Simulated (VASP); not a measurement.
# Ba2AgBiS (Cmcm) in VASP: single point with PBE

Aim: the single point of Ba2AgBiS with PBE.

All numbers are computed with VASP 6.6.1; they aren't measurements. Logs are shortened: lines on timing, memory, paths and dates and some standing lists are left out, and cuts for length are marked.

**1. The cell of the first run**

Symmetry: Cmcm, No. 63, orthorhombic system. The conventional cell has a = 4.209 Å, b = 14.534 Å, c = 9.353 Å, α = 90.00°, β = 90.00°, γ = 90.00°. Ba (site symmetry m) has 3 Bi at 3.02 to 3.37 Å and 2 Ag at 3.15 Å and 3 Ba at 3.51 to 3.63 Å and 2 S at 3.76 Å within 4.0 Å. Bi (site symmetry m2m) has 2 S at 2.80 Å and 6 Ba at 3.02 to 3.37 Å within 3.7 Å. Ag (site symmetry 2/m) has 2 S at 2.62 Å and 4 Ba at 3.15 Å within 3.5 Å. Within 3.5 Å of S (site symmetry m2m) lie 2 Ag at 2.62 Å and 2 Bi at 2.80 Å.

**2. Single point, PBE**

File INCAR:

```
SYSTEM = Ba2AgBiS
  ALGO = Normal
  EDIFF = 1E-6
  ENCUT = 520
  GGA = PE
  ISIF = 2
  ISMEAR = 0
  LASPH = .TRUE.
  LCHARG = .FALSE.
  LREAL = .FALSE.
  LUSENCCL = .FALSE.
  LWAVE = .FALSE.
  NBANDS = 63
  NELM = 60
  PREC = Accurate
  SIGMA = 0.0107
```

File KPOINTS:

```
k-points
0
G
  6 6 2
  0 0 0
```

File POSCAR:

```
Ba2AgBiS
1.0
    4.2089850000      0.0000000000      0.0000000000
    2.1044920000     -7.2668840000      0.0000000000
    0.0000000000      0.0000000000     -9.3528280000
Ba Bi Ag S
4 2 2 2
Direct
    0.3437800000      0.3124400000      0.4378500000
    0.6562200000      0.6875600000      0.9378500000
    0.6562200000      0.6875600000      0.5621500000
    0.3437800000      0.3124400000      0.0621500000
    0.2915200000      0.4169600000      0.7500000000
    0.7084800000      0.5830400000      0.2500000000
    0.0000000000      0.0000000000      0.5000000000
    0.0000000000      0.0000000000      0.0000000000
    0.9190300000      0.1619400000      0.7500000000
    0.0809700000      0.8380600000      0.2500000000
```

Potentials or basis: VASP PAW PBE potentials, release 64 (Ba_sv, Bi_d, Ag, S).

Command:

```bash
> cat potpaw_PBE.64/Ba_sv/POTCAR potpaw_PBE.64/Bi_d/POTCAR potpaw_PBE.64/Ag/POTCAR potpaw_PBE.64/S/POTCAR > POTCAR
> mpirun -np 1 vasp_std > vasp.out
```

OUTCAR:

```text
SYSTEM = Ba2AgBiS
   EDIFF = 1E-6
   ENCUT = 520
   GGA = PE
   ISIF = 2
   ISMEAR = 0
   LASPH = .TRUE.
   LREAL = .FALSE.
   NELM = 60
   PREC = Accurate

 ion  position               nearest neighbor table
   1  0.344  0.312  0.438-   5 3.02   7 3.15   7 3.15   6 3.37   6 3.37   4 3.51   3 3.63   3 3.63
                             9 3.76   9 3.76   3 4.69
   2  0.656  0.688  0.938-   6 3.02   8 3.15   8 3.15   5 3.37   5 3.37   3 3.51   4 3.63   4 3.63
                            10 3.76  10 3.76   4 4.69
   3  0.656  0.688  0.562-   6 3.02   7 3.15   7 3.15   5 3.37   5 3.37   2 3.51   1 3.63   1 3.63
                            10 3.76  10 3.76   1 4.69
   4  0.344  0.312  0.062-   5 3.02   8 3.15   8 3.15   6 3.37   6 3.37   1 3.51   2 3.63   2 3.63
                             9 3.76   9 3.76   2 4.69
   5  0.292  0.417  0.750-   9 2.80   9 2.80   4 3.02   1 3.02   2 3.37   3 3.37   2 3.37   3 3.37

   6  0.708  0.583  0.250-  10 2.80  10 2.80   2 3.02   3 3.02   1 3.37   4 3.37   1 3.37   4 3.37

   7  0.000  0.000  0.500-   9 2.62  10 2.62   1 3.15   3 3.15   3 3.15   1 3.15
   8  0.000  0.000  0.000-   9 2.62  10 2.62   2 3.15   4 3.15   2 3.15   4 3.15
   9  0.919  0.162  0.750-   7 2.62   8 2.62   5 2.80   5 2.80   1 3.76   4 3.76   4 3.76   1 3.76

  10  0.081  0.838  0.250-   7 2.62   8 2.62   6 2.80   6 2.80   3 3.76   2 3.76   2 3.76   3 3.76

  LATTYP: Found a base centered orthorhombic cell.
 ALAT       =     4.2089850000
 B/A-ratio  =     3.4530339262
 C/A-ratio  =     2.2221100812

  Lattice vectors:

 A1 = (   2.1044930000,   7.2668840000,   0.0000000000)
 A2 = (   2.1044920000,  -7.2668840000,   0.0000000000)
 A3 = (   0.0000000000,   0.0000000000,  -9.3528280000)

Analysis of symmetry for initial positions (statically):
=====================================================================
 Subroutine PRICEL returns:
 Original cell was already a primitive cell.

 Routine SETGRP: Setting up the symmetry group for a
 base centered orthorhombic supercell.

 Subroutine GETGRP returns: Found  8 space group operations
 (whereof  4 operations were pure point group operations)
 out of a pool of  8 trial point group operations.

The static configuration has the point symmetry C_2h.
 The point group associated with its full space group is D_2h.

Analysis of symmetry for dynamics (positions and initial velocities):
=====================================================================
 Subroutine PRICEL returns:
 Original cell was already a primitive cell.

 Routine SETGRP: Setting up the symmetry group for a
 base centered orthorhombic supercell.

 Subroutine GETGRP returns: Found  8 space group operations
[... 133 lines left out ...]
   EMIN   =  10.00;   EMAX   =-10.00  energy-range for DOS
   EFERMI =   0.00;   METHOD = LEGACY
   ISMEAR =     0;   SIGMA  =   0.01  broadening in eV -4-tet -1-fermi 0-gaus
   EFERMI_NEDOS =   21; number of points for ismear=-14 and -15
   IALGO  =     38    algorithm
   IMIX   =      4    mixing-type and parameters
     AMIX     =   0.40;   BMIX     =  1.00
     AMIX_MAG =   1.60;   BMIX_MAG =  1.00
  volume/ion in A,a.u.               =      28.61       193.05
  Fermi-wavevector in a.u.,A,eV,Ry     =   1.168413  2.207981 18.574527  1.365189
  Thomas-Fermi vector in A             =   2.304900
   LORBIT       =      0    0 simple, 1 ext, 2 COOP (PROOUT), +10 PAW based schemes
   GGA     = PE    functional components
   LHFCALC =     F    Hartree Fock is set to
   AEXX    =    0.0000 exact exchange contribution
   IVDW    =     0    specifies the selected vdW correction
   LEPSILON=     F    determine dielectric tensor
   LRPA    =     F    only Hartree local field effects (RPA)
 non-spin polarized calculation
 Gauss-broadening in eV      SIGMA  =   0.01
  energy-cutoff  :      520.00
  volume of cell :      286.07
 maximum number of plane-waves:      7732
   NGX = 15   NGY = 29   NGZ = 35

 number of electron     104.0000005 magnetization

 Free energy of the ion-electron system (eV)
  ---------------------------------------------------
  ext. energy  EPLUGINS =         0.00000000
  ---------------------------------------------------
  free energy    TOTEN  =       -27.22088494 eV

  energy without entropy =      -27.22031453  energy(sigma->0) =      -27.22059974

 E-fermi :   5.6806     XC(G=0):  -9.7589

 val. band max:        5.6661154244   @ k =   0.0000   0.0000   0.0000
 cond. band min:       5.6824199352   @ k =   0.0000   0.1667   0.0000
 fundamental gap:      0.0163045108
 Fermi energy:         5.6806380455

 k-point     1 :       0.0000    0.0000    0.0000
  band No.  band energies     occupation
      1     -22.8316      2.00000
      2     -22.7133      2.00000
      3     -22.6584      2.00000
      4     -22.5458      2.00000
      5     -16.9695      2.00000
      6     -16.9667      2.00000
[... 1573 lines left out ...]
     62       7.6788      0.00000
     63       8.8622      0.00000

 [... further k-points ...]

------------------------ aborting loop because EDIFF is reached ----------------------------------------

  FORCE on cell =-STRESS in cart. coord.  units (eV):
  Direction    XX          YY          ZZ          XY          YZ          ZX
  --------------------------------------------------------------------------------------
  -------------------------------------------------------------------------------------
  Total       24.4346279     21.6555117     26.3077109      0.0000015      0.0000000      0.0000000
  in kB      136.8509320    121.2859459    147.3415008      0.0000083      0.0000000      0.0000000
  external PRESSURE =     135.1594595 kB  Pullay stress =       0.0000000 kB

 VOLUME and BASIS-vectors are now :
 -----------------------------------------------------------------------------
  energy-cutoff  :      520.00
  volume of cell :      286.07
      direct lattice vectors                 reciprocal lattice vectors
     4.208985000  0.000000000  0.000000000     0.237586972  0.068805265  0.000000000
     2.104492000 -7.266884000  0.000000000     0.000000000 -0.137610563  0.000000000
     0.000000000  0.000000000 -9.352828000     0.000000000  0.000000000 -0.106919533

 POSITION                                       TOTAL-FORCE (eV/Angst)
 -----------------------------------------------------------------------------------
      2.10449     -2.27047     -4.09514         0.000000      1.549426      0.960936
      4.20898     -4.99642     -8.77155        -0.000000     -1.549426      0.960936
      4.20898     -4.99642     -5.25769        -0.000000     -1.549426     -0.960936
      2.10449     -2.27047     -0.58128         0.000000      1.549426     -0.960936
      2.10449     -3.03000     -7.01462        -0.000000     -1.417999     -0.000000
      4.20898     -4.23688     -2.33821         0.000000      1.417999     -0.000000
      0.00000      0.00000     -4.67641         0.000000      0.000000     -0.000000
      0.00000      0.00000      0.00000         0.000000      0.000000     -0.000000
      4.20898     -1.17680     -7.01462         0.000000      1.777377     -0.000000
      2.10449     -6.09008     -2.33821        -0.000000     -1.777377      0.000000
 -----------------------------------------------------------------------------------
    total drift:                                0.000000     -0.000000     -0.000000

  FREE ENERGIE OF THE ION-ELECTRON SYSTEM (eV)
  ---------------------------------------------------
  free  energy   TOTEN  =       -27.2208849394 eV

  energy  without entropy=      -27.2203145343  energy(sigma->0) =      -27.22059974
```

OSZICAR:

```text
N       E                     dE             d eps       ncg     rms          rms(c)
DAV:   1     0.103981475568E+04    0.10398E+04   -0.48464E+04  3340   0.163E+03
DAV:   2     0.103134944457E+03   -0.93668E+03   -0.90665E+03  3459   0.406E+02
DAV:   3    -0.206881367348E+02   -0.12382E+03   -0.12025E+03  4221   0.162E+02
DAV:   4    -0.291035650206E+02   -0.84154E+01   -0.82143E+01  4472   0.371E+01
DAV:   5    -0.296352668038E+02   -0.53170E+00   -0.52841E+00  4976   0.890E+00    0.172E+01
DAV:   6    -0.274154919076E+02    0.22198E+01   -0.15258E+01  4112   0.191E+01    0.124E+01
DAV:   7    -0.272381021548E+02    0.17739E+00   -0.24502E+00  3922   0.711E+00    0.687E+00
DAV:   8    -0.272336842233E+02    0.44179E-02   -0.42673E-01  4085   0.310E+00    0.159E+00
DAV:   9    -0.272197709469E+02    0.13913E-01   -0.13959E-01  3922   0.195E+00    0.303E-01
DAV:  10    -0.272205803222E+02   -0.80938E-03   -0.14551E-02  3989   0.435E-01    0.151E-01
DAV:  11    -0.272207024576E+02   -0.12214E-03   -0.13446E-03  4833   0.156E-01    0.775E-02
DAV:  12    -0.272208521631E+02   -0.14971E-03   -0.31467E-04  3877   0.770E-02    0.326E-02
DAV:  13    -0.272208793222E+02   -0.27159E-04   -0.46105E-05  4288   0.293E-02    0.149E-02
DAV:  14    -0.272208838789E+02   -0.45568E-05   -0.86432E-06  3453   0.128E-02    0.544E-03
DAV:  15    -0.272208851209E+02   -0.12419E-05   -0.31722E-06  2769   0.804E-03    0.270E-03
DAV:  16    -0.272208849394E+02    0.18147E-06   -0.43901E-07  2142   0.386E-03
   1 F= -.27220885E+02 E0= -.27220600E+02  d E =-.570405E-03
```

Run time: 2.7 min. Hardware: 1 × NVIDIA H100 80GB with 1 thread of AMD EPYC 7R13 (Zen 3), shared host; peak memory 1.7 GiB.

What came out:

```yaml
Free_energy: -27.2209 eV
Pressure: 13.5 GPa
Largest_force: 1.823 eV/Å
Band_gap_on_the_k_mesh: zero (bands 52 and 53 overlap by 0.20 eV)
```

Forces on the atoms (eV/Å):
```
Ba   0.000  1.549  0.961
Ba   0.000 -1.549  0.961
Ba   0.000 -1.549 -0.961
Ba   0.000  1.549 -0.961
Bi   0.000 -1.418  0.000
Bi   0.000  1.418  0.000
Ag   0.000  0.000  0.000
Ag   0.000  0.000  0.000
S    0.000  1.777  0.000
S    0.000 -1.777  0.000
```

Caveat: the cell stands under pressure; spin-orbit coupling is left out, which moves the levels of the heavy elements; forces of over 1 eV/Å act on the atoms, so gaps and moduli don't describe the material at rest.
